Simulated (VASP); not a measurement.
Input of a VASP 6.6.1 run:

Contents of INCAR:

```
SYSTEM = CdF2
ALGO = Normal ; EDIFF = 1E-6
ENCUT = 520 ; GGA = PS
ISIF = 2 ; ISMEAR = 0
LASPH = .TRUE. ; LCHARG = .FALSE.
LREAL = .FALSE. ; LWAVE = .FALSE.
NBANDS = 20 ; NELM = 100
PREC = Accurate ; SIGMA = 0.05
```

Contents of KPOINTS:

```
k-points
0
G
  8 8 8
  0 0 0
```

File POSCAR:

```
CdF2
1.0
    0.3380201416      2.8731712034      2.8731712034
    2.8731712034      0.3380201416      2.8731712034
    2.8731712034      2.8731712034      0.3380201416
Cd F
1 2
Direct
    0.0000000000      0.0000000000      0.0000000000
    0.2500000000      0.2500000000      0.2500000000
    0.7500000000      0.7500000000      0.7500000000
```

Potentials or basis: VASP PAW PBE potentials, release 64 (Cd, F).

Run with:

```bash
$ cat potpaw_PBE.64/Cd/POTCAR potpaw_PBE.64/F/POTCAR > POTCAR
$ mpirun -np 1 vasp_std > vasp.out
```

Question: Predict the band gap on the k mesh.

Answer: 2.98 eV, indirect (least direct gap 3.26 eV).

Question: Predict the pressure.

Answer: 4.3 GPa.

Question: Estimate the largest force.

Answer: 0.273 eV/Å.

Stress tensor (GPa, compression positive):
```
 4.28 -2.16 -2.16
-2.16  4.28 -2.16
-2.16 -2.16  4.28
```

Caveat: the PAW data sets were made with another functional, which shifts forces and pressure a little. A k mesh can miss the band edges.
